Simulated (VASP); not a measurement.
The system is CsCu6.

```xyz
7
Lattice="5.0852 0.0000 0.0000 0.0000 5.0852 0.0000 0.0000 0.0000 5.0852" Properties=species:S:1:pos:R:3 pbc="T T T"
Cs    0.0000    0.0000    0.0000
Cu    1.0526    2.5426    2.5426
Cu    2.5426    1.0526    2.5426
Cu    4.0326    2.5426    2.5426
Cu    2.5426    4.0326    2.5426
Cu    2.5426    2.5426    1.0526
Cu    2.5426    2.5426    4.0326
```

- Program: VASP 6.6.1
- Task: relaxation of cell and atoms
- Functional: PBE
- Potentials or basis: VASP PAW PBE potentials, release 64 (Cs_sv, Cu)
- Cutoff: 600 eV
- k mesh: 4 × 4 × 4
- Occupations: gaussian, width 0.1 eV
- Spin: no spin polarisation

At the start: pressure 36.0 GPa; volume 18.79 Å³/atom.

Where does the relaxation end?

Over 10 steps the energy falls by 707.0 meV/atom and the volume is 27.22 Å³/atom (+44.9 %); space group Pm-3m (No. 221, to 0.05 Å).

Step by step:
| step | energy change (eV) | largest force (eV/Å) | pressure (GPa) | volume (Å³) |
| --- | --- | --- | --- | --- |
| 1 | 0.0000 | 5.1528 | 35.99 | 131.50 |
| 2 | -0.2808 | 6.5897 | 2.46 | 229.28 |
| 3 | -3.5532 | 3.8125 | 7.32 | 165.83 |
| 4 | -4.6703 | 0.2230 | -3.33 | 215.21 |
| 5 | -4.8512 | 0.7022 | -1.47 | 197.65 |
| 6 | -4.8511 | 0.7306 | -1.38 | 196.98 |
| 7 | -4.9429 | 0.1464 | 0.34 | 188.43 |
| 8 | -4.9430 | 0.1388 | 0.36 | 188.34 |
| 9 | -4.9481 | 0.0447 | 0.12 | 189.90 |
| 10 | -4.9487 | 0.0068 | 0.03 | 190.57 |

Final structure:
```yaml
crystal:
  lattice:
    - [5.75467, 0.00000, 0.00000]
    - [0.00000, 5.75467, 0.00000]
    - [0.00000, 0.00000, 5.75467]
  atoms:
    - { symbol: Cs, position: [0.00000, 0.00000, 0.00000] }
    - { symbol: Cu, position: [0.20109, 0.50000, 0.50000] }
    - { symbol: Cu, position: [0.50000, 0.20109, 0.50000] }
    - { symbol: Cu, position: [0.79891, 0.50000, 0.50000] }
    - { symbol: Cu, position: [0.50000, 0.79891, 0.50000] }
    - { symbol: Cu, position: [0.50000, 0.50000, 0.20109] }
    - { symbol: Cu, position: [0.50000, 0.50000, 0.79891] }
```

Caveat: the volume moved by over 15 % at a fixed basis, so the end points are rough.
